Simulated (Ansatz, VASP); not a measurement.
## Nb2Te: VASP beside Ansatz

```
Nb Te
1.0
     4.45247    0.00000    0.00000
    -2.22624    3.85595    0.00000
     0.00000    0.00000    4.27014
Nb Te
2 1
Direct
  0.33333 0.66667 0.50000
  0.66667 0.33333 0.50000
  0.00000 0.00000 0.50000
```

Alike in both runs: task relaxation of cell and atoms; functional PBE; k mesh 6 × 6 × 4; occupations gaussian, width 0.1 eV; no spin polarisation.

|  | VASP | Ansatz |
| --- | --- | --- |
| version | VASP 6.6.1 | Ansatz 0.2.0 |
| potentials or method | VASP PAW PBE potentials, release 64 (Nb_sv, Te), cutoff 600 eV | scalar-relativistic, plane waves, PAW |
| valence electrons in the cell | 32 | 42 |

VASP gave:

* gap on the k mesh at the Fermi level, each at its own relaxed structure (eV): none
* relaxed volume (Å³/atom): 21.80
* relaxed cell length with the largest relative difference (Å): 2.984

Question: What did Ansatz give for the same quantities?

Answer: gap on the k mesh at the Fermi level, each at its own relaxed structure (eV): none; relaxed volume (Å³/atom): 21.81; relaxed cell length with the largest relative difference (Å): 2.986.

A gap of «none» marks a metal or a gap that the smearing closes. VASP's potentials hold 32 valence electrons a cell and Ansatz's 42, so a difference there can come from the potentials and not from the codes.

The k mesh is coarse, so the values compare programs but aren't converged. Neither program's run includes spin-orbit coupling.
